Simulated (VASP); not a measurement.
Here is a VASP 6.6.1 calculation.

Contents of INCAR:

```
ALGO = Fast ; EDIFF = 1E-6
ENCUT = 520 ; GGA = PS
ISIF = 2 ; ISMEAR = 0
ISPIN = 2 ; LASPH = T
LCHARG = F ; LMAXMIX = 4
LORBIT = 11 ; LREAL = F
LWAVE = F ; MAGMOM = 0 0.88 0.88 1.58
NBANDS = 28 ; NELM = 150
PREC = Accurate ; SIGMA = 0.1
```

KPOINTS

```
k-points
0
Gamma
  16 16 16
```

The input POSCAR:

```
Co3Si
1.0
   -1.8207006237      1.8207006237      3.2468017371
    1.8207006237     -1.8207006237      3.2468017371
    1.8207006237      1.8207006237     -3.2468017371
Si Co
1 3
Direct
    0.0000000000      0.0000000000      0.0000000000
    0.7500000000      0.2500000000      0.5000000000
    0.2500000000      0.7500000000      0.5000000000
    0.5000000000      0.5000000000      0.0000000000
```

Potentials or basis: VASP PAW PBE potentials, release 64 (Si, Co).

Run with:

```sh
$ cat potpaw_PBE.64/Si/POTCAR potpaw_PBE.64/Co/POTCAR > POTCAR
$ mpirun -np 1 vasp_std > vasp.out
```

**Question.** Estimate the pressure.

**Answer.** -10.6 GPa.

**Question.** What does it give for the site moments?

**Answer.** Si -0.03; Co +0.77, +1.39 (each value once) μB.

**Question.** What does it give for the net moment?

**Answer.** 2.83 μB per cell.

Stress tensor (GPa, compression positive):
```
-11.37   0.00   0.00
  0.00 -11.37   0.00
  0.00   0.00  -9.01
```

Caveat: the cell differs from its parent crystal (Rh replaced by Co, lengths x 0.946, strained); the cell stands under tension; the PAW data sets were made with another functional, which shifts forces and pressure a little.
